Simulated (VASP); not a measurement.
Runs of VASP 6.6.1 on Si2Mo (MoSi2 type). The structure is that of space group I4/mmm (No. 139), or close to it. The cells are those of the table. 

```csv
task,cell,cutoff (eV),gap on the mesh (eV),pressure (GPa),largest force (eV/Å)
single point,"a = 4.222 Å, angles 139.2, 139.2, 59.1°, 3 atoms",520,none,79.8,0.01
single point,"a = 3.927 Å, angles 140.1, 140.1, 57.7°, 3 atoms",520,none,285.4,0.03
single point,"a = 4.343 Å, angles 138.9, 138.9, 59.5°, 3 atoms",520,none,(b),0.01
relaxation of cell and atoms,"relaxed from a = 4.385 Å, angles 138.6, 138.6, 60.0°, 3 atoms",600,none,0.0,-
relaxation of shape and atoms at fixed volume,"relaxed from a = 4.422 Å, angles 138.6, 138.6, 60.0°, 3 atoms",600,none,16.0,-
single point,"a = 4.095 Å, angles 139.5, 139.5, 58.6°, 3 atoms",520,none,(a),0.02
single point,"a = 4.430 Å, angles 138.8, 138.8, 59.7°, 3 atoms",520,none,16.0,0.01
single point,"a = 4.514 Å, angles 138.6, 138.6, 60.0°, 3 atoms",520,none,0.4,0.01
```

Alike in all rows: level PBEsol; potentials or basis VASP PAW PBE potentials, release 64 (Mo_sv, Si); no spin polarisation; k mesh 14 × 14 × 14; smearing fermi-dirac 0.05 eV.

Question: Estimate the missing entries.

Answer: (a) 145.6; (b) 37.5.

Caveats: the PAW data sets were made with another functional, which shifts forces and pressure a little.

A k mesh can miss the band edges, and the runs leave out spin-orbit coupling on Mo.

A gap of «none» marks levels without a gap at the run's occupations.
